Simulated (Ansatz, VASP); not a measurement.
# Two plane-wave programs on NiO

File INCAR:

```
PREC     = Accurate       # precision mode
ENCUT    = 520            # plane-wave cutoff, eV
EDIFF    = 1E-6           # SCF threshold, eV
ISMEAR   = 0              # smearing method
SIGMA    = 0.05           # smearing width, eV
LREAL    = F              # projectors in reciprocal space
LASPH    = T              # aspherical terms in the spheres
NELM     = 150            # most SCF steps
ALGO     = Normal         # electronic algorithm
ISIF     = 2              # what is computed and relaxed
LWAVE    = F              # write WAVECAR
LCHARG   = T              # write CHGCAR
ISPIN    = 2              # spin polarisation
MAGMOM   = 2 -2 0 0       # initial moments
LORBIT   = 11             # projections on sites
LMAXMIX  = 4              # l up to which the mixer works
LDAU     = T              # DFT+U
LDAUTYPE = 2            
LDAUL    = 2 -1           # shell
LDAUU    = 4 0            # U, eV
LDAUJ    = 0 0          
LDAUPRINT= 1            
GGA      = PS             # functional
LELF     = T              # ELF
LVHAR    = T            
NBANDS   = 28             # bands
```

Contents of KPOINTS:

```
Automatic mesh
0
Gamma
  8 8 8
```

The input POSCAR:

```
NiO
1.0
    0.0000000000      2.0913095100      2.0913095100
    2.0913095100      0.0000000000      2.0913095100
    4.1826190200      4.1826190200      0.0000000000
Ni O
2 2
Direct
    0.0000000000      0.0000000000      0.0000000000
    0.0000000000      0.0000000000      0.5000000000
    0.5000000000      0.5000000000      0.2500000000
    0.5000000000      0.5000000000      0.7500000000
```

Input for Ansatz:

```yaml
crystal:
  lattice:
    - [0.0, 2.09130951, 2.09130951]
    - [2.09130951, 0.0, 2.09130951]
    - [4.18261902, 4.18261902, 0.0]
  atoms:
    - { symbol: Ni, position: [0.0, 0.0, 0.0], spin: 2.0 }
    - { symbol: O, position: [0.5, 0.5, 0.25] }
    - { symbol: Ni, position: [0.0, 0.0, 0.5], spin: -2.0 }
    - { symbol: O, position: [0.5, 0.5, 0.75] }
basis:
  ecutwfc: 420
  ecutrho_ratio: 4
kpoints:
  mp_grid: { grid: [8, 8, 8] }
hamiltonian:
  xc: pbesol
  hubbard:
    sites: [{ site: 0, l: d, u_eff: 4.0 }, { site: 2, l: d, u_eff: 4.0 }]
scf:
  occupations: { method: gaussian, width: 0.05 }
  lower_state_search: "off"
  max_iter: 150
output:
  forces: true
  stress: true
  eigenvalues: true
  populations: true
  hubbard: { sites: [{ site: 0, l: d }, { site: 2, l: d }] }
magnetization:
  spin_polarized: true
```

Alike in both runs: task single point; functional PBEsol; k mesh 8 × 8 × 8; occupations gaussian, width 0.05 eV; collinear spin; Hubbard terms Ni d U = 4.0 eV.

|  | VASP | Ansatz |
| --- | --- | --- |
| version | VASP 6.6.1 | Ansatz 0.2.0 |
| potentials or method | VASP PAW PBE potentials, release 64 (Ni, O), cutoff 520 eV | scalar-relativistic, plane waves, PAW |
| valence electrons in the cell | 32 | 48 |

|  | VASP | Ansatz | Ansatz less VASP |
| --- | --- | --- | --- |
| gap on the k mesh at the Fermi level (eV) | 2.57 | 2.50 | -0.067 |
| least direct gap on the mesh (eV) | 3.00 | 2.96 | -0.042 |
| pressure (GPa) | -9.2 | -3.2 | +5.97 |
| net moment per atom (μB) | 0.00 | 0.00 | 0.000 |
| size of the moment on the site where the two differ most (μB) | 1.62 | 1.58 | -0.040 |

VASP's potentials were made for PBE, not for PBEsol. Site moments also hang on the region over which each program counts them. The programs project onto different local orbitals, so the same U acts differently, and such runs can settle in different states. VASP's potentials hold 32 valence electrons a cell and Ansatz's 48, so a difference there can come from the potentials and not from the codes.
